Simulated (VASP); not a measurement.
# Ag (P6_3/mmc) in VASP: settings compared

Aim: see how the results for Ag move with the level of theory and the settings. Levels: PBE, revPBE. Tasks: relaxation of shape and atoms at fixed volume, single point.

Program: VASP 6.6.1. These are calculated values, not measurements. Logs are shortened: lines on timing, memory, paths and dates and some standing lists are left out, and cuts for length are marked.

## Step 1: The cell of the first run

Symmetry: P6_3/mmc, No. 194, hexagonal system. Conventional cell: a = 2.907 Å, b = 2.907 Å, c = 9.467 Å, α = 90.00°, β = 90.00°, γ = 120.00°. Ag (site symmetry -6m2) has 12 Ag at 2.90 to 2.91 Å within 3.8 Å. Within 3.8 Å of Ag (site symmetry -3m) lie 12 Ag at 2.90 to 2.91 Å.

## Step 2: Relaxation of shape and atoms at fixed volume, PBE (volume scaled by 0.97)

INCAR

```
SYSTEM = Ag
PREC = Accurate
ENCUT = 600
EDIFF = 1E-7
ISMEAR = 0
SIGMA = 0.1
LREAL = .FALSE.
LASPH = .TRUE.
NELM = 100
ALGO = Normal
ISIF = 4
LWAVE = .FALSE.
LCHARG = .FALSE.
GGA = PE
IBRION = 2
NSW = 50
EDIFFG = -0.01
```

KPOINTS

```
regular mesh
0
G
  18 18 4
  0 0 0
```

POSCAR

```
Ag
1.0
    2.9071506523      0.0000000000      0.0000000000
   -1.4535753262      2.5176663175      0.0000000000
    0.0000000000      0.0000000000      9.4669044942
Ag
4
Direct
    0.3333333333      0.6666666667      0.2500000000
    0.6666666667      0.3333333333      0.7500000000
    0.0000000000      0.0000000000      0.0000000000
    0.0000000000      0.0000000000      0.5000000000
```

Potentials or basis: VASP PAW PBE potentials, release 64 (Ag).

Started as:

```sh
> cat potpaw_PBE.64/Ag/POTCAR > POTCAR
> mpirun -np 1 vasp_std > vasp.out
```

OUTCAR:

```text
SYSTEM = Ag
   PREC = Accurate
   ENCUT = 600
   EDIFF = 1E-7
   ISMEAR = 0
   LREAL = .FALSE.
   LASPH = .TRUE.
   NELM = 100
   ISIF = 4
   GGA = PE
   IBRION = 2
   NSW = 50
   EDIFFG = -0.01

 ion  position               nearest neighbor table
   1  0.333  0.667  0.250-   3 2.90   4 2.90   3 2.90   4 2.90   3 2.90   4 2.90
   2  0.667  0.333  0.750-   3 2.90   4 2.90   3 2.90   4 2.90   3 2.90   4 2.90
   3  0.000  0.000  0.000-   1 2.90   2 2.90   2 2.90   1 2.90   2 2.90   1 2.90
   4  0.000  0.000  0.500-   1 2.90   2 2.90   2 2.90   1 2.90   2 2.90   1 2.90

  LATTYP: Found a hexagonal cell.
 ALAT       =     2.9071506523
 C/A-ratio  =     3.2564203326

  Lattice vectors:

 A1 = (   2.9071506523,   0.0000000000,   0.0000000000)
 A2 = (  -1.4535753262,   2.5176663175,   0.0000000000)
 A3 = (   0.0000000000,   0.0000000000,   9.4669044942)

Analysis of symmetry for initial positions (statically):
=====================================================================
 Subroutine PRICEL returns:
 Original cell was already a primitive cell.

 Routine SETGRP: Setting up the symmetry group for a
 hexagonal supercell.

 Subroutine GETGRP returns: Found 24 space group operations
 (whereof 12 operations were pure point group operations)
 out of a pool of 24 trial point group operations.

The static configuration has the point symmetry D_3d.
 The point group associated with its full space group is D_6h.

Analysis of symmetry for dynamics (positions and initial velocities):
=====================================================================
 Subroutine PRICEL returns:
 Original cell was already a primitive cell.

 Routine SETGRP: Setting up the symmetry group for a
 hexagonal supercell.

 Subroutine GETGRP returns: Found 24 space group operations
 (whereof 12 operations were pure point group operations)
 out of a pool of 24 trial point group operations.

The dynamic configuration has the point symmetry D_3d.
 The point group associated with its full space group is D_6h.

 Subroutine INISYM returns: Found 24 space group operations
 (whereof 12 operations are pure point group operations),
 and found     1 'primitive' translations

----------------------------------------------------------------------------------------

                                     Primitive cell

  volume of cell :      69.2905

  direct lattice vectors                    reciprocal lattice vectors
     2.907150652  0.000000000  0.000000000     0.343979422  0.198596612  0.000000000
    -1.453575326  2.517666317  0.000000000     0.000000000  0.397193223  0.000000000
     0.000000000  0.000000000  9.466904494     0.000000000  0.000000000  0.105631149

  length of vectors
     2.907150652  2.907150652  9.466904494     0.397193223  0.397193223  0.105631149

  position of ions in fractional coordinates (direct lattice)
     0.333333333  0.666666667  0.250000000
     0.666666667  0.333333333  0.750000000
     0.000000000  0.000000000  0.000000000
     0.000000000  0.000000000  0.500000000

  ion indices of the primitive-cell ions
   primitive index   ion index
                 1           1
                 2           2
                 3           3
                 4           4

----------------------------------------------------------------------------------------

 KPOINTS: regular mesh

Automatic generation of k-mesh.
 Grid dimensions read from file:
 generate k-points for:   18   18    4

 Generating k-lattice:

  Cartesian coordinates                     Fractional coordinates (reciprocal lattice)
     0.019109968  0.011033145  0.000000000     0.055555556 -0.000000000  0.000000000
     0.000000000  0.022066290  0.000000000     0.000000000  0.055555556  0.000000000
     0.000000000  0.000000000  0.026407787     0.000000000  0.000000000  0.250000000

  Length of vectors
     0.022066290  0.022066290  0.026407787

  Shift w.r.t. Gamma in fractional coordinates (k-lattice)
     0.000000000  0.000000000  0.000000000

 Subroutine IBZKPT returns following result:
 ===========================================

 Found    111 irreducible k-points:

 Following reciprocal coordinates:
            Coordinates               Weight
  0.000000  0.000000  0.000000      1.000000
  0.055556  0.000000  0.000000      6.000000
  0.111111  0.000000  0.000000      6.000000
  0.166667  0.000000  0.000000      6.000000
  0.222222  0.000000  0.000000      6.000000
  0.277778 -0.000000  0.000000      6.000000
[... 16 lines left out ...]
  0.333333  0.111111  0.000000     12.000000
  0.388889  0.111111  0.000000     12.000000
 [... further k-points ...]
   k-points           NKPTS =    111   k-points in BZ     NKDIM =    111   number of bands    NBANDS=     26
   number of dos      NEDOS =    301   number of ions     NIONS =      4
   total plane-waves  NPLWV =  46080
   dimension x,y,z NGX =    24 NGY =   24 NGZ =   80
   dimension x,y,z NGXF=    48 NGYF=   48 NGZF=  160
   ions per type =               4
   NGX,Y,Z   is equivalent  to a cutoff of  13.72, 13.72, 14.05 a.u.
   NGXF,Y,Z  is equivalent  to a cutoff of  27.45, 27.45, 28.10 a.u.
 SYSTEM =  Ag
   PREC   = accura    normal or accurate (medium, high low for compatibility)
   ISTART =      0    job   : 0-new  1-cont  2-samecut
   ICHARG =      2    charge: 1-file 2-atom 10-const
   ISPIN  =      1    spin polarized calculation?
   LNONCOLLINEAR =      F non collinear calculations
   LSORBIT =      F    spin-orbit coupling
   LASPH  =      T    aspherical Exc in radial PAW
   ENCUT  =  600.0 eV  44.10 Ry    6.64 a.u.   5.81  5.81 18.91*2*pi/ulx,y,z
   NELM   =    100;   NELMIN=  2; NELMDL= -5     # of ELM steps
   EDIFF  = 0.1E-06   stopping-criterion for ELM
   LREAL  =      F    real-space projection
   EDIFFG = -.1E-01   stopping-criterion for IOM
   NSW    =     50    number of steps for IOM
   IBRION =      2    ionic relax: 0-MD 1-quasi-New 2-CG
   NFREE  =      1    steps in history (QN), initial steepest desc. (CG)
   ISIF   =      4    stress and relaxation
   ISYM   =      2    0-nonsym 1-usesym 2-fastsym
   POTIM  = 0.5000    time-step for ionic-motion
   TEBEG  =    0.0;   TEEND  =   0.0 temperature during run
   PSTRESS=    0.0 pullay stress
   NELECT =      44.0000    total number of electrons
   NUPDOWN=      -1.0000    fix difference up-down
   EMIN   =  10.00;   EMAX   =-10.00  energy-range for DOS
   EFERMI =   0.00;   METHOD = LEGACY
   ISMEAR =     0;   SIGMA  =   0.10  broadening in eV -4-tet -1-fermi 0-gaus
   EFERMI_NEDOS =   21; number of points for ismear=-14 and -15
   IALGO  =     38    algorithm
   IMIX   =      4    mixing-type and parameters
     AMIX     =   0.40;   BMIX     =  1.00
     AMIX_MAG =   1.60;   BMIX_MAG =  1.00
  volume/ion in A,a.u.               =      17.32       116.90
  Fermi-wavevector in a.u.,A,eV,Ry     =   1.407131  2.659092 26.939770  1.980017
  Thomas-Fermi vector in A             =   2.529421
   LORBIT       =      0    0 simple, 1 ext, 2 COOP (PROOUT), +10 PAW based schemes
   GGA     = PE    functional components
   LHFCALC =     F    Hartree Fock is set to
   AEXX    =    0.0000 exact exchange contribution
   IVDW    =     0    specifies the selected vdW correction
   LEPSILON=     F    determine dielectric tensor
   LRPA    =     F    only Hartree local field effects (RPA)
 conjugate gradient relaxation of ions
 non-spin polarized calculation
 Gauss-broadening in eV      SIGMA  =   0.10
  energy-cutoff  :      600.00
  volume of cell :       69.29
 maximum number of plane-waves:      2334
 NGX is ok and might be reduce to    24
   NGX = 11   NGY = 11   NGZ = 37

 number of electron      44.0000000 magnetization

 Free energy of the ion-electron system (eV)
  ---------------------------------------------------
  ext. energy  EPLUGINS =         0.00000000
  ---------------------------------------------------
  free energy    TOTEN  =       -10.84496464 eV

  energy without entropy =      -10.83991130  energy(sigma->0) =      -10.84243797

 E-fermi :   8.2421     XC(G=0): -12.1154

 val. band max:        8.2303633467   @ k =   0.3889   0.0556   0.0000
 cond. band min:       8.2570169267   @ k =   0.1667   0.1111   0.5000
 fundamental gap:      0.0266535800
 Fermi energy:         8.2420692861

 k-point     1 :       0.0000    0.0000    0.0000
  band No.  band energies     occupation
      1       0.5594      2.00000
      2       1.9136      2.00000
      3       1.9267      2.00000
      4       1.9308      2.00000
      5       3.4460      2.00000
      6       3.4460      2.00000
[... 18 lines left out ...]
     25      11.7630      0.00000
     26      19.2900      0.00000

 k-point     2 :       0.0556    0.0000    0.0000
  band No.  band energies     occupation
      1       0.6441      2.00000
      2       1.9644      2.00000
      3       2.0006      2.00000
      4       2.0036      2.00000
      5       3.3983      2.00000
      6       3.4219      2.00000
[... 18 lines left out ...]
     25      11.7800      0.00000
     26      19.3523      0.00000

 k-point     3 :       0.1111    0.0000    0.0000
  band No.  band energies     occupation
      1       0.8911      2.00000
      2       2.1025      2.00000
      3       2.2057      2.00000
      4       2.2063      2.00000
      5       3.2213      2.00000
      6       3.3491      2.00000
[... 18 lines left out ...]
     25      11.8363      0.00000
     26      19.5499      0.00000

 k-point     4 :       0.1667    0.0000    0.0000
  band No.  band energies     occupation
      1       1.2734      2.00000
      2       2.2702      2.00000
      3       2.4620      2.00000
      4       2.4763      2.00000
      5       3.0029      2.00000
      6       3.1534      2.00000
[... 18 lines left out ...]
     25      11.9480      0.00000
     26      19.8222      0.00000
[... 496 lines left out ...]
      1       2.2228      2.00000
      2       2.3002      2.00000
      3       2.3645      2.00000
      4       2.7790      2.00000
      5       2.7935      2.00000
      6       2.8578      2.00000
[... 18 lines left out ...]
     25      13.0377      0.00000
     26      14.6767      0.00000

 k-point    23 :       0.3333    0.1111    0.0000
  band No.  band energies     occupation
      1       2.1322      2.00000
      2       2.1397      2.00000
      3       2.2470      2.00000
      4       2.6810      2.00000
      5       2.7117      2.00000
      6       2.9373      2.00000
[... 18 lines left out ...]
     25      13.7440      0.00000
     26      13.8845      0.00000

 k-point    24 :       0.3889    0.1111    0.0000
  band No.  band energies     occupation
      1       2.0369      2.00000
      2       2.0685      2.00000
      3       2.1681      2.00000
      4       2.6014      2.00000
      5       2.6541      2.00000
      6       2.9040      2.00000
[... 18 lines left out ...]
     25      13.1411      0.00000
     26      13.2500      0.00000

 [... further k-points ...]

------------------------ aborting loop because EDIFF is reached ----------------------------------------

  FORCE on cell =-STRESS in cart. coord.  units (eV):
  Direction    XX          YY          ZZ          XY          YZ          ZX
  --------------------------------------------------------------------------------------
  -------------------------------------------------------------------------------------
  Total        1.2202544      1.2202544      1.2110868     -0.0000000      0.0000000      0.0000000
  in kB       28.2154676     28.2154676     28.0034884     -0.0000000      0.0000000      0.0000000
  external PRESSURE =      28.1448079 kB  Pullay stress =       0.0000000 kB

 VOLUME and BASIS-vectors are now :
 -----------------------------------------------------------------------------
  energy-cutoff  :      600.00
  volume of cell :       69.29
      direct lattice vectors                 reciprocal lattice vectors
     2.907150652  0.000000000  0.000000000     0.343979422  0.198596612  0.000000000
    -1.453575326  2.517666317  0.000000000     0.000000000  0.397193223  0.000000000
     0.000000000  0.000000000  9.466904494     0.000000000  0.000000000  0.105631149

 POSITION                                       TOTAL-FORCE (eV/Angst)
 -----------------------------------------------------------------------------------
     -0.00000      1.67844      2.36673        -0.000000      0.000000     -0.000000
      1.45358      0.83922      7.10018         0.000000     -0.000000      0.000000
      0.00000      0.00000      0.00000         0.000000      0.000000     -0.000000
      0.00000      0.00000      4.73345         0.000000      0.000000     -0.000000
 -----------------------------------------------------------------------------------
    total drift:                               -0.000000      0.000000     -0.000000

  FREE ENERGIE OF THE ION-ELECTRON SYSTEM (eV)
  ---------------------------------------------------
  free  energy   TOTEN  =       -10.8449646365 eV

  energy  without entropy=      -10.8399113003  energy(sigma->0) =      -10.84243797

 reached required accuracy - stopping structural energy minimisation
```

It took 87 s on 1 thread of Intel Xeon 6975P-C (Granite Rapids), shared host; peak memory 0.33 GiB.

Results:

- Free energy: -10.8450 eV
- Pressure after relaxing: 2.8 GPa
- Band gap on the k mesh: zero (band 22 reaches 11.62 eV, above the bottom of band 23 at 5.15 eV)

Final structure:
```xyz
4
Lattice="2.9072 0.0000 0.0000 -1.4536 2.5177 0.0000 0.0000 0.0000 9.4669" Properties=species:S:1:pos:R:3 pbc="T T T"
Ag    0.0000    1.6784    2.3667
Ag    1.4536    0.8392    7.1002
Ag    0.0000    0.0000    0.0000
Ag    0.0000    0.0000    4.7335
```

Levels at points of the mesh, in eV from the Fermi level:
| k point | band 19 | band 20 | band 21 | band 22 | band 23 | band 24 | band 25 | band 26 |
| --- | --- | --- | --- | --- | --- | --- | --- | --- |
| (0.00, 0.00, 0.00) | -3.66 | -3.44 | -3.44 | -3.05 | -3.05 | -0.36 | 3.52 | 11.05 |
| (0.50, 0.00, 0.00) | -2.87 | -2.84 | -0.20 | 0.73 | 0.96 | 1.50 | 4.19 | 4.27 |
| (0.00, 0.00, 0.50) | -3.21 | -3.21 | -3.21 | -3.21 | -2.44 | -2.44 | 6.41 | 6.41 |
| (0.50, 0.00, 0.50) | -2.88 | -2.88 | 0.22 | 0.22 | 1.35 | 1.35 | 4.65 | 4.65 |

Caveat: the cell differs from its parent crystal (volume scaled by 0.97); the relaxation stopped at its first step, so nothing moved.

## Step 3: Single point, PBE

INCAR

```
PREC = Accurate ; ENCUT = 520
EDIFF = 1E-6 ; ISMEAR = -1
SIGMA = 0.15 ; LREAL = False
LASPH = True ; NELM = 100
ALGO = Fast ; ISIF = 2
LWAVE = False ; LCHARG = False
GGA = PE ; NBANDS = 30
```

KPOINTS

```
Automatic mesh
0
Gamma
  18 18 4
```

POSCAR

```
Ag
1.0
    2.9037873376      0.0000000000      0.0000000000
   -1.4518936688      2.5147536015      0.0000000000
    0.0000000000      0.0000000000      9.4945115601
Ag
4
Direct
    0.3333333333      0.6666666667      0.2500000000
    0.6666666667      0.3333333333      0.7500000000
    0.0000000000      0.0000000000      0.0000000000
    0.0000000000      0.0000000000      0.5000000000
```

Potentials or basis: VASP PAW PBE potentials, release 64 (Ag).

Started as:

```sh
> cat potpaw_PBE.64/Ag/POTCAR > POTCAR
> mpirun -np 1 vasp_std > vasp.out
```

Run time: 67 s. Hardware: 1 thread of Intel Xeon 6975P-C (Granite Rapids), shared host; peak memory 0.31 GiB.

Results (log left out):

* Free energy: -10.8851 eV
* Pressure: 2.9 GPa
* Band gap on the k mesh: zero (band 22 reaches 11.64 eV, above the bottom of band 23 at 5.14 eV)

Levels at points of the mesh, in eV from the Fermi level:
```tsv
k point	band 20	band 21	band 22	band 23	band 24	band 25
(0.00, 0.00, 0.00)	-3.43	-3.43	-3.05	-3.05	-0.39	3.47
(0.50, 0.00, 0.00)	-2.83	-0.18	0.74	0.98	1.52	4.21
(0.00, 0.00, 0.50)	-3.21	-3.21	-3.21	-2.45	-2.45	6.34
(0.50, 0.00, 0.50)	-2.87	0.23	0.23	1.37	1.37	4.65
```

## Step 4: Single point, revPBE

This run uses another cell than the first one, of 18.45 Å³/atom, 1.065 times its volume.

INCAR

```
SYSTEM = Ag
PREC = Accurate
ENCUT = 520
EDIFF = 1E-7
ISMEAR = 0
SIGMA = 0.1
LREAL = .FALSE.
LASPH = .TRUE.
NELM = 100
ALGO = Fast
ISIF = 2
LWAVE = .FALSE.
LCHARG = .FALSE.
GGA = RE
NBANDS = 30
```

KPOINTS

```
regular mesh
0
G
  18 18 4
  0 0 0
```

POSCAR

```
Ag
1.0
    2.9682650716      0.0000000000      0.0000000000
   -1.4841325358      2.5705929572      0.0000000000
    0.0000000000      0.0000000000      9.6703099706
Ag
4
Direct
    0.3333333333      0.6666666667      0.2500000000
    0.6666666667      0.3333333333      0.7500000000
    0.0000000000      0.0000000000      0.0000000000
    0.0000000000      0.0000000000      0.5000000000
```

Started as:

```sh
> cat potpaw_PBE.64/Ag/POTCAR > POTCAR
> mpirun -np 1 vasp_std > vasp.out
```

Run time: 84 s. Hardware: 1 thread of Intel Xeon 6975P-C (Granite Rapids), shared host; peak memory 0.31 GiB.

It converged, with:

* Free energy: -9.1810 eV
* Pressure: -0.1 GPa
* Band gap on the k mesh: zero (band 22 reaches 10.74 eV, above the bottom of band 23 at 4.44 eV)

Levels at points of the mesh, in eV from the Fermi level:
```
           k point  band 19  band 20  band 21  band 22  band 23  band 24  band 25  band 26
(0.00, 0.00, 0.00)    -3.59    -3.41    -3.41    -3.06    -3.06    -0.20     3.19    10.57
(0.50, 0.00, 0.00)    -2.90    -2.87    -0.08     0.82     0.89     1.44     3.87     3.95
(0.00, 0.00, 0.50)    -3.20    -3.20    -3.20    -3.20    -2.27    -2.27     6.05     6.05
(0.50, 0.00, 0.50)    -2.91    -2.91     0.26     0.26     1.29     1.29     4.38     4.38
```

Caveat: the PAW data sets were made with another functional, which shifts forces and pressure a little.

## Step 5: The runs side by side

| task | level | cell | cutoff (eV) | smearing | gap on the mesh (eV) | pressure (GPa) |
| --- | --- | --- | --- | --- | --- | --- |
| relaxation of shape and atoms at fixed volume | PBE | relaxed from a = 2.907, b = 2.907, c = 9.467 Å, angles 90.0, 90.0, 120.0°, 4 atoms | 600 | gaussian 0.1 eV | none | 2.8 |
| single point | PBE | a = 2.904, b = 2.904, c = 9.495 Å, angles 90.0, 90.0, 120.0°, 4 atoms | 520 | fermi-dirac 0.15 eV | none | 2.9 |
| single point | revPBE | a = 2.968, b = 2.968, c = 9.670 Å, angles 90.0, 90.0, 120.0°, 4 atoms | 520 | gaussian 0.1 eV | none | -0.1 |

Alike in all rows: potentials or basis VASP PAW PBE potentials, release 64 (Ag); no spin polarisation; k mesh 18 × 18 × 4.

Caveats: the relaxation stopped at its first step, so nothing moved (some runs); the PAW data sets were made with another functional, which shifts forces and pressure a little (some runs).

Absolute energies hang on the potentials; compare differences alone.
